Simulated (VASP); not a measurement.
Wanted: the native input for a VASP 6.6.1 run.

```
Task                   : relaxation of cell and atoms
Functional             : PBE
Potentials or basis    : VASP PAW PBE potentials, release 64 (Li_sv, B, H)
Cutoff                 : 600 eV
k mesh                 : 8 × 8 × 8
Occupations            : gaussian, width 0.02 eV
Spin                   : no spin polarisation
Dipole correction      : no
Further INCAR settings : ALGO = Normal; EDIFF = 1e-06; IBRION = 2; EDIFFG = -0.01; NSW = 100; ISIF = 3
```

The structure of Li3BH6 lies in POSCAR:

```
Li3BH6
1.0
   -2.6515109860      2.7871538778      2.7962915815
    2.6515109860     -2.7871538778      2.7962915815
    2.6515109860      2.7871538778     -2.7962915815
Li B H
3 1 6
Direct
    0.0000000000      0.0000000000      0.0000000000
    0.7243083407      0.2243083407      0.5000000000
    0.2756916593      0.7756916593      0.5000000000
    0.5000000000      0.5000000000      0.0000000000
    0.5163639417      0.7068405353      0.8095234064
    0.8973171290      0.7068405353      0.1904765936
    0.4836360583      0.2931594647      0.1904765936
    0.1026828710      0.2931594647      0.8095234064
    0.5000000000      0.2595838404      0.7595838404
    0.5000000000      0.7404161596      0.2404161596
```

These files were run (other wordings do the same):

INCAR

```
ALGO     = Normal         # electronic algorithm
EDIFF    = 1E-6           # SCF threshold, eV
EDIFFG   = -0.01          # ionic threshold
ENCUT    = 600            # plane-wave cutoff, eV
GGA      = PE             # functional
IBRION   = 2              # ionic algorithm
ISIF     = 3              # what is computed and relaxed
ISMEAR   = 0              # smearing method
LASPH    = True           # aspherical terms in the spheres
LCHARG   = False          # write CHGCAR
LREAL    = False          # projectors in reciprocal space
LWAVE    = False          # write WAVECAR
NELM     = 100            # most SCF steps
NSW      = 100            # ionic steps
PREC     = Accurate       # precision mode
SIGMA    = 0.02           # smearing width, eV
```

KPOINTS

```
k-points
0
Gamma
  8 8 8
```

Potentials or basis: VASP PAW PBE potentials, release 64 (Li_sv, B, H).

The run is started by

```console
$ cat potpaw_PBE.64/Li_sv/POTCAR potpaw_PBE.64/B/POTCAR potpaw_PBE.64/H/POTCAR > POTCAR
$ mpirun -np 1 vasp_std > vasp.out
```

Results of the run:

```
Relaxed volume                         : 8.17 Å³/atom
Relaxed cell                           : a = 4.737 Å, b = 4.737 Å, c = 4.737 Å, α = 112.47°, β = 107.96°, γ = 108.03°
Space group after relaxing (to 0.05 Å) : Immm (No. 71)
Energy gained by relaxing              : 0.1 meV/atom
Ionic steps                            : 7
Pressure after relaxing                : 0.0 GPa
Largest force after relaxing           : 0.004 eV/Å
Band gap on the k mesh                 : 0.86 eV, indirect (least direct gap 1.13 eV)
```

Caveat: the cutoff is under 1.25 times the usual one of these potentials, so pressure, stress and relaxed cells hold a basis-set (Pulay) error.

Run time: 5.3 min on 1 thread of AMD EPYC 9R45 (Zen 5) (shared host), peak memory 0.29 GiB.
